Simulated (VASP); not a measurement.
# Ni (Fm-3m) in VASP: single point with PBE

Aim: the single point of Ni with PBE.

Program: VASP 6.6.1. These are calculated values, not measurements. Logs are shortened: lines on timing, memory, paths and dates and some standing lists are left out, and cuts for length are marked.

**1. The cell of the first run**

It takes space group Fm-3m (No. 225, cubic). The conventional cell has a = 3.513 Å, b = 3.513 Å, c = 3.513 Å, α = 90.00°, β = 90.00°, γ = 90.00°. Ni (site symmetry m-3m) has 12 Ni at 2.48 Å within 3.3 Å.

**2. Single point, PBE**

Contents of INCAR:

```
  PREC = Accurate
  ENCUT = 600
  EDIFF = 1E-6
  ISMEAR = -1
  SIGMA = 0.1
  LREAL = F
  LASPH = T
  NELM = 120
  ALGO = Normal
  ISIF = 2
  LWAVE = F
  LCHARG = F
  GGA = PE
  NBANDS = 28
  GGA_COMPAT = F
```

Contents of KPOINTS:

```
regular mesh
0
Gamma
  2 2 2
```

Contents of POSCAR:

```
Ni
1.0
    3.5129815000      0.0000000000      0.0000000000
    0.0000000000      3.5129815000      0.0000000000
    0.0000000000      0.0000000000      3.5129815000
Ni
4
Direct
    0.5000000000      0.5000000000      0.0000000000
    0.0000000000      0.0000000000      0.0000000000
    0.5000000000      0.0000000000      0.5000000000
    0.0000000000      0.5000000000      0.5000000000
```

Potentials or basis: VASP PAW PBE potentials, release 64 (Ni).

Run with:

```sh
$ cat potpaw_PBE.64/Ni/POTCAR > POTCAR
$ mpirun -np 1 vasp_std > vasp.out
```

OUTCAR:

```text
PREC = Accurate
   ENCUT = 600
   EDIFF = 1E-6
   ISMEAR = -1
   LREAL = F
   LASPH = T
   NELM = 120
   ISIF = 2
   GGA = PE

 ion  position               nearest neighbor table
   1  0.500  0.500  0.000-   2 2.48   3 2.48   4 2.48   3 2.48   4 2.48   2 2.48   3 2.48   3 2.48
                             2 2.48   4 2.48   4 2.48   2 2.48
   2  0.000  0.000  0.000-   1 2.48   3 2.48   4 2.48   3 2.48   4 2.48   1 2.48   4 2.48   4 2.48
                             1 2.48   3 2.48   3 2.48   1 2.48
   3  0.500  0.000  0.500-   1 2.48   2 2.48   4 2.48   1 2.48   2 2.48   1 2.48   4 2.48   1 2.48
                             2 2.48   4 2.48   2 2.48   4 2.48
   4  0.000  0.500  0.500-   1 2.48   2 2.48   3 2.48   1 2.48   2 2.48   2 2.48   3 2.48   2 2.48
                             1 2.48   3 2.48   1 2.48   3 2.48

  LATTYP: Found a simple cubic cell.
 ALAT       =     3.5129815000

  Lattice vectors:

 A1 = (   3.5129815000,   0.0000000000,   0.0000000000)
 A2 = (   0.0000000000,   3.5129815000,   0.0000000000)
 A3 = (   0.0000000000,   0.0000000000,   3.5129815000)

Analysis of symmetry for initial positions (statically):
=====================================================================
 Subroutine PRICEL returns following result:

  LATTYP: Found a face centered cubic cell.
 ALAT       =     3.5129815000

  Lattice vectors:

 A1 = (   1.7564907500,  -1.7564907500,   0.0000000000)
 A2 = (   1.7564907500,   0.0000000000,   1.7564907500)
 A3 = (   0.0000000000,  -1.7564907500,   1.7564907500)

   4 primitive cells build up your supercell.

 Routine SETGRP: Setting up the symmetry group for a
 simple cubic supercell.

 Subroutine GETGRP returns: Found 48 space group operations
 (whereof 48 operations were pure point group operations)
 out of a pool of 48 trial point group operations.

The static configuration has the point symmetry O_h .

Analysis of symmetry for dynamics (positions and initial velocities):
=====================================================================
 Subroutine PRICEL returns following result:

  LATTYP: Found a face centered cubic cell.
 ALAT       =     3.5129815000

  Lattice vectors:

 A1 = (   1.7564907500,  -1.7564907500,   0.0000000000)
 A2 = (   1.7564907500,   0.0000000000,   1.7564907500)
 A3 = (   0.0000000000,  -1.7564907500,   1.7564907500)

   4 primitive cells build up your supercell.

 Routine SETGRP: Setting up the symmetry group for a
 simple cubic supercell.

 Subroutine GETGRP returns: Found 48 space group operations
 (whereof 48 operations were pure point group operations)
 out of a pool of 48 trial point group operations.

The dynamic configuration has the point symmetry O_h .

 Subroutine INISYM returns: Found 48 space group operations
 (whereof 48 operations are pure point group operations),
 and found     4 'primitive' translations

----------------------------------------------------------------------------------------

                                     Primitive cell

  volume of cell :      10.8385

  direct lattice vectors                    reciprocal lattice vectors
     1.756490750 -1.756490750  0.000000000     0.284658487 -0.284658487 -0.284658487
     1.756490750  0.000000000  1.756490750     0.284658487  0.284658487  0.284658487
     0.000000000 -1.756490750  1.756490750    -0.284658487 -0.284658487  0.284658487

  length of vectors
     2.484053041  2.484053041  2.484053041     0.493042963  0.493042963  0.493042963

  position of ions in fractional coordinates (direct lattice)
     0.000000000  1.000000000  1.000000000

  ion indices of the primitive-cell ions
   primitive index   ion index
                 1           1

----------------------------------------------------------------------------------------

 KPOINTS: regular mesh

Automatic generation of k-mesh.
 Grid dimensions read from file:
 generate k-points for:    2    2    2

 Generating k-lattice:

  Cartesian coordinates                     Fractional coordinates (reciprocal lattice)
     0.142329244  0.000000000  0.000000000     0.500000000  0.000000000  0.000000000
     0.000000000  0.142329244  0.000000000     0.000000000  0.500000000  0.000000000
     0.000000000  0.000000000  0.142329244     0.000000000  0.000000000  0.500000000

  Length of vectors
     0.142329244  0.142329244  0.142329244

  Shift w.r.t. Gamma in fractional coordinates (k-lattice)
     0.000000000  0.000000000  0.000000000

 Subroutine IBZKPT returns following result:
 ===========================================

 Found      4 irreducible k-points:

 Following reciprocal coordinates:
            Coordinates               Weight
  0.000000  0.000000  0.000000      1.000000
  0.500000  0.000000  0.000000      3.000000
  0.500000  0.500000  0.000000      3.000000
  0.500000  0.500000  0.500000      1.000000
   k-points           NKPTS =      4   k-points in BZ     NKDIM =      4   number of bands    NBANDS=     28
   number of dos      NEDOS =    301   number of ions     NIONS =      4
   total plane-waves  NPLWV =  21952
   dimension x,y,z NGX =    28 NGY =   28 NGZ =   28
   dimension x,y,z NGXF=    56 NGYF=   56 NGZF=   56
   ions per type =               4
   NGX,Y,Z   is equivalent  to a cutoff of  13.25, 13.25, 13.25 a.u.
   NGXF,Y,Z  is equivalent  to a cutoff of  26.50, 26.50, 26.50 a.u.
 SYSTEM =  unknown system
   PREC   = accura    normal or accurate (medium, high low for compatibility)
   ISTART =      0    job   : 0-new  1-cont  2-samecut
   ICHARG =      2    charge: 1-file 2-atom 10-const
   ISPIN  =      1    spin polarized calculation?
   LNONCOLLINEAR =      F non collinear calculations
   LSORBIT =      F    spin-orbit coupling
   LASPH  =      T    aspherical Exc in radial PAW
   ENCUT  =  600.0 eV  44.10 Ry    6.64 a.u.   7.02  7.02  7.02*2*pi/ulx,y,z
   NELM   =    120;   NELMIN=  2; NELMDL= -5     # of ELM steps
   EDIFF  = 0.1E-05   stopping-criterion for ELM
   LREAL  =      F    real-space projection
   EDIFFG = 0.1E-04   stopping-criterion for IOM
   NSW    =      0    number of steps for IOM
   IBRION =     -1    ionic relax: 0-MD 1-quasi-New 2-CG
   NFREE  =      0    steps in history (QN), initial steepest desc. (CG)
   ISIF   =      2    stress and relaxation
   ISYM   =      2    0-nonsym 1-usesym 2-fastsym
   POTIM  = 0.5000    time-step for ionic-motion
   TEBEG  =    0.0;   TEEND  =   0.0 temperature during run
   PSTRESS=    0.0 pullay stress
   NELECT =      40.0000    total number of electrons
   NUPDOWN=      -1.0000    fix difference up-down
   EMIN   =  10.00;   EMAX   =-10.00  energy-range for DOS
   EFERMI =   0.00;   METHOD = LEGACY
   ISMEAR =    -1;   SIGMA  =   0.10  broadening in eV -4-tet -1-fermi 0-gaus
   EFERMI_NEDOS =   21; number of points for ismear=-14 and -15
   IALGO  =     38    algorithm
   IMIX   =      4    mixing-type and parameters
     AMIX     =   0.40;   BMIX     =  1.00
     AMIX_MAG =   1.60;   BMIX_MAG =  1.00
  volume/ion in A,a.u.               =      10.84        73.14
  Fermi-wavevector in a.u.,A,eV,Ry     =   1.593745  3.011742 34.559133  2.540025
  Thomas-Fermi vector in A             =   2.691928
   LORBIT       =      0    0 simple, 1 ext, 2 COOP (PROOUT), +10 PAW based schemes
   GGA     = PE    functional components
   LHFCALC =     F    Hartree Fock is set to
   AEXX    =    0.0000 exact exchange contribution
   IVDW    =     0    specifies the selected vdW correction
   LEPSILON=     F    determine dielectric tensor
   LRPA    =     F    only Hartree local field effects (RPA)
 non-spin polarized calculation
  energy-cutoff  :      600.00
  volume of cell :       43.35
 maximum number of plane-waves:      1472
   NGX = 15   NGY = 15   NGZ = 15

 number of electron      39.9999970 magnetization

 Free energy of the ion-electron system (eV)
  ---------------------------------------------------
  ext. energy  EPLUGINS =         0.00000000
  ---------------------------------------------------
  free energy    TOTEN  =       -21.54981814 eV

  energy without entropy =      -21.14523288  energy(sigma->0) =      -21.34752551

 E-fermi :   9.2091     XC(G=0): -13.2937

 val. band max:        9.0969997449   @ k =   0.5000   0.5000   0.5000
 cond. band min:       9.2620792463   @ k =   0.0000   0.0000   0.0000
 fundamental gap:      0.1650795015
 Fermi energy:         9.2091479292

 k-point     1 :       0.0000    0.0000    0.0000
  band No.  band energies     occupation
      1       0.3706      2.00000
      2       4.8701      2.00000
      3       4.8701      2.00000
      4       4.8701      2.00000
      5       5.4317      2.00000
      6       5.4317      2.00000
      7       5.4317      2.00000
      8       7.2526      2.00000
      9       7.2526      2.00000
     10       7.2526      2.00000
     11       8.3559      1.99961
     12       8.3559      1.99961
     13       9.0761      1.58189
     14       9.0761      1.58189
     15       9.0761      1.58189
     16       9.2621      0.74135
     17       9.2621      0.74135
     18       9.2621      0.74135
     19       9.2621      0.74135
     20       9.2621      0.74135
     21       9.2621      0.74135
     22      11.8493      0.00000
     23      11.8493      0.00000
     24      11.8493      0.00000
     25      18.7545      0.00000
     26      18.7545      0.00000
     27      18.7545      0.00000
     28      24.2843      0.00000

 k-point     2 :       0.5000    0.0000    0.0000
  band No.  band energies     occupation
      1       3.2782      2.00000
      2       3.2782      2.00000
      3       5.7717      2.00000
      4       5.7717      2.00000
      5       6.3030      2.00000
      6       6.3030      2.00000
      7       6.5609      2.00000
      8       6.5609      2.00000
      9       6.5609      2.00000
     10       6.5609      2.00000
     11       7.7234      2.00000
     12       7.7234      2.00000
     13       8.1069      1.99997
     14       8.1069      1.99997
     15       8.1069      1.99997
     16       8.1069      1.99997
     17       8.2814      1.99981
     18       8.2814      1.99981
     19       8.7102      1.98648
     20       8.7102      1.98648
     21       9.2632      0.73618
     22       9.2632      0.73618
     23      17.2294      0.00000
     24      17.2294      0.00000
     25      17.2294      0.00000
     26      17.2294      0.00000
     27      19.4603      0.00000
     28      19.4603      0.00000

 k-point     3 :       0.5000    0.5000    0.0000
  band No.  band energies     occupation
      1       5.2502      2.00000
      2       5.2502      2.00000
      3       5.2502      2.00000
      4       5.2502      2.00000
      5       6.5698      2.00000
      6       6.5698      2.00000
      7       6.5698      2.00000
      8       6.5698      2.00000
      9       6.8381      2.00000
     10       6.8381      2.00000
     11       6.8381      2.00000
     12       6.8381      2.00000
     13       7.9098      2.00000
     14       7.9098      2.00000
     15       7.9098      2.00000
     16       7.9098      2.00000
     17       8.3213      1.99972
     18       8.3213      1.99972
     19       8.3213      1.99972
     20       8.3213      1.99972
     21      10.5848      0.00000
     22      10.5848      0.00000
     23      10.5848      0.00000
     24      10.5848      0.00000
     25      21.0280      0.00000
     26      21.0280      0.00000
     27      21.0280      0.00000
     28      21.0280      0.00000

 k-point     4 :       0.5000    0.5000    0.5000
  band No.  band energies     occupation
      1       4.7257      2.00000
      2       4.7257      2.00000
      3       4.7257      2.00000
      4       4.7257      2.00000
      5       7.2141      2.00000
      6       7.2141      2.00000
      7       7.2141      2.00000
      8       7.2141      2.00000
      9       7.2141      2.00000
     10       7.2141      2.00000
     11       7.2141      2.00000
     12       7.2141      2.00000
     13       9.0840      1.55523
     14       9.0840      1.55523
     15       9.0840      1.55523
     16       9.0840      1.55523
     17       9.0840      1.55523
     18       9.0840      1.55523
     19       9.0840      1.55523
     20       9.0840      1.55523
     21       9.0970      1.50853
     22       9.0970      1.50853
     23       9.0970      1.50853
     24       9.0970      1.50853
     25      15.2587      0.00000
     26      15.2587      0.00000
     27      15.2587      0.00000
     28      15.2587      0.00000

------------------------ aborting loop because EDIFF is reached ----------------------------------------

  FORCE on cell =-STRESS in cart. coord.  units (eV):
  Direction    XX          YY          ZZ          XY          YZ          ZX
  --------------------------------------------------------------------------------------
  -------------------------------------------------------------------------------------
  Total        0.0422356      0.0422356      0.0422356      0.0000000     -0.0000000      0.0000000
  in kB        1.5608535      1.5608535      1.5608535      0.0000000     -0.0000000      0.0000000
  external PRESSURE =       1.5608535 kB  Pullay stress =       0.0000000 kB

 VOLUME and BASIS-vectors are now :
 -----------------------------------------------------------------------------
  energy-cutoff  :      600.00
  volume of cell :       43.35
      direct lattice vectors                 reciprocal lattice vectors
     3.512981500  0.000000000  0.000000000     0.284658487  0.000000000  0.000000000
     0.000000000  3.512981500  0.000000000     0.000000000  0.284658487  0.000000000
     0.000000000  0.000000000  3.512981500     0.000000000  0.000000000  0.284658487

 POSITION                                       TOTAL-FORCE (eV/Angst)
 -----------------------------------------------------------------------------------
      1.75649      1.75649      0.00000         0.000000     -0.000000     -0.000000
      0.00000      0.00000      0.00000        -0.000000      0.000000      0.000000
      1.75649      0.00000      1.75649         0.000000      0.000000     -0.000000
      0.00000      1.75649      1.75649         0.000000      0.000000     -0.000000
 -----------------------------------------------------------------------------------
    total drift:                                0.000000      0.000000      0.000000

  FREE ENERGIE OF THE ION-ELECTRON SYSTEM (eV)
  ---------------------------------------------------
  free  energy   TOTEN  =       -21.5498181400 eV

  energy  without entropy=      -21.1452328832  energy(sigma->0) =      -21.34752551
```

Run time: 13 s. Hardware: 1 thread of AMD EPYC 7R13, shared host; peak memory 0.12 GiB.

What came out:

```
Free energy            : -21.5498 eV
Pressure               : 0.2 GPa
Band gap on the k mesh : zero (band 20 reaches 9.26 eV, above the bottom of band 21 at 9.10 eV)
```

Levels at points of the mesh, in eV from the Fermi level:
| k point | band 18 | band 19 | band 20 | band 21 | band 22 | band 23 |
| --- | --- | --- | --- | --- | --- | --- |
| (0.00, 0.00, 0.00) | 0.05 | 0.05 | 0.05 | 0.05 | 2.64 | 2.64 |
| (0.50, 0.00, 0.00) | -0.93 | -0.50 | -0.50 | 0.05 | 0.05 | 8.02 |
| (0.50, 0.50, 0.00) | -0.89 | -0.89 | -0.89 | 1.38 | 1.38 | 1.38 |
| (0.50, 0.50, 0.50) | -0.13 | -0.13 | -0.13 | -0.11 | -0.11 | -0.11 |

Caveat: the k points lie up to 0.89 Å⁻¹ apart; the run has no spin polarisation, though such a crystal can be magnetic. Spin polarisation is off, so any magnetic state and its effect on volume and gap are missing.
